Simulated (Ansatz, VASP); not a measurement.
# WS2: VASP beside Ansatz

The input INCAR:

```
SYSTEM = WS2
PREC = Accurate
ENCUT = 520
EDIFF = 1E-6
ISMEAR = 0
SIGMA = 0.05
LREAL = .False.
LASPH = .True.
NELM = 60
ALGO = Normal
ISIF = 2
LWAVE = .False.
LCHARG = .False.
GGA = PE
IVDW = 12
NBANDS = 35
```

Contents of KPOINTS:

```
Automatic mesh
0
Gamma
  12 12 4
  0 0 0
```

Contents of POSCAR:

```
WS2
1.0
    3.1542061832      0.0000000000      0.0000000000
   -1.5771030916      2.7316226834      0.0000000000
    0.0000000000      0.0000000000     12.1399091344
W S
2 4
Direct
    0.3333333333      0.6666666667      0.2500000000
    0.6666666667      0.3333333333      0.7500000000
    0.3882457489      0.7764914978      0.5955755389
    0.6666666667      0.3333333333      0.1202874207
    0.3333333333      0.6666666667      0.8797125793
    0.6666666667      0.3333333333      0.3797125793
```

Input for Ansatz:

```yaml
crystal:
  lattice:
    - [3.1542061832, 0.0, 0.0]
    - [-1.5771030916, 2.7316226834, 0.0]
    - [0.0, 0.0, 12.1399091344]
  atoms:
    - { symbol: W, position: [0.3333333333, 0.6666666667, 0.25] }
    - { symbol: W, position: [0.6666666667, 0.3333333333, 0.75] }
    - { symbol: S, position: [0.3882457489, 0.7764914978, 0.5955755389] }
    - { symbol: S, position: [0.6666666667, 0.3333333333, 0.1202874207] }
    - { symbol: S, position: [0.3333333333, 0.6666666667, 0.8797125793] }
    - { symbol: S, position: [0.6666666667, 0.3333333333, 0.3797125793] }
basis:
  ecutwfc: 420
kpoints:
  mp_grid: { grid: [12, 12, 4] }
hamiltonian:
  xc: pbe
  dispersion: d3bj
scf:
  occupations: { method: gaussian, width: 0.05 }
output:
  forces: true
  stress: true
  eigenvalues: true
```

Alike in both runs: task single point; functional PBE; dispersion D3(BJ); k mesh 12 × 12 × 4; occupations gaussian, width 0.05 eV; no spin polarisation.

|  | VASP | Ansatz |
| --- | --- | --- |
| version | VASP 6.6.1 | Ansatz 0.2.0 |
| potentials or method | VASP PAW PBE potentials, release 64 (W_sv, S), cutoff 520 eV | scalar-relativistic, plane waves, PAW |
| valence electrons in the cell | 52 | 52 |

|  | VASP | Ansatz | Ansatz less VASP |
| --- | --- | --- | --- |
| gap on the k mesh at the Fermi level (eV) | 0.60 | 0.59 | -0.014 |
| least direct gap on the mesh (eV) | 1.42 | 1.41 | -0.008 |
| pressure (GPa) | -4.8 | -4.7 | +0.04 |
| traceless stress, the component that is largest in VASP (GPa) | -4.06 | -4.07 | -0.010 |
| rms of the force components (eV/Å) | 1.114 | 1.113 | -0.0016 |

Atom by atom the forces differ by 0.002 eV/Å (rms over components).

Neither program's run includes spin-orbit coupling.
